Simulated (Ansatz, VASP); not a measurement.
**Two plane-wave programs on C2N**

File INCAR:

```
SYSTEM = C2N
  PREC = Accurate
  ENCUT = 520
  EDIFF = 1E-6
  ISMEAR = 0
  SIGMA = 0.1
  LREAL = .False.
  LASPH = .True.
  NELM = 60
  ALGO = Normal
  ISIF = 2
  LWAVE = .False.
  LCHARG = .False.
  GGA = PE
  NBANDS = 14
```

Contents of KPOINTS:

```
Automatic mesh
0
Gamma
  6 6 6
  0 0 0
```

Contents of POSCAR:

```
C2N
1.0
    0.0000000000      2.5926171400      2.5926171400
    2.5926171400      0.0000000000      2.5926171400
    2.5926171400      2.5926171400      0.0000000000
C N
2 1
Direct
    0.2500000000      0.2500000000      0.2500000000
    0.7500000000      0.7500000000      0.7500000000
    0.0000000000      0.0000000000      0.0000000000
```

Input for Ansatz:

```yaml
crystal:
  lattice:
    - [0.0, 2.59261714, 2.59261714]
    - [2.59261714, 0.0, 2.59261714]
    - [2.59261714, 2.59261714, 0.0]
  atoms:
    - { symbol: C, position: [0.25, 0.25, 0.25] }
    - { symbol: C, position: [0.75, 0.75, 0.75] }
    - { symbol: "N", position: [0.0, 0.0, 0.0] }
basis:
  ecutwfc: 420
kpoints:
  mp_grid: { grid: [6, 6, 6] }
hamiltonian:
  xc: pbe
scf:
  occupations: { method: gaussian, width: 0.1 }
  lower_state_search: "off"
output:
  forces: true
  stress: true
  eigenvalues: true
```

Change from the starting cell: species swapped into the Ga2Pt type (Fm-3m, No. 225).

Alike in both runs: task single point; functional PBE; k mesh 6 × 6 × 6; occupations gaussian, width 0.1 eV; no spin polarisation.

|  | VASP | Ansatz |
| --- | --- | --- |
| version | VASP 6.6.1 | Ansatz 0.2.0 |
| potentials or method | VASP PAW PBE potentials, release 64 (C, N), cutoff 520 eV | scalar-relativistic, plane waves, PAW |
| valence electrons in the cell | 13 | 13 |

Ansatz gave:

```
gap on the k mesh at the Fermi level (eV) : none
pressure (GPa)                            : -24.0
```

Problem. Estimate VASP's values.

Solution. gap on the k mesh at the Fermi level (eV): none; pressure (GPa): -24.1.

A gap of «none» marks a metal or a gap that the smearing closes.
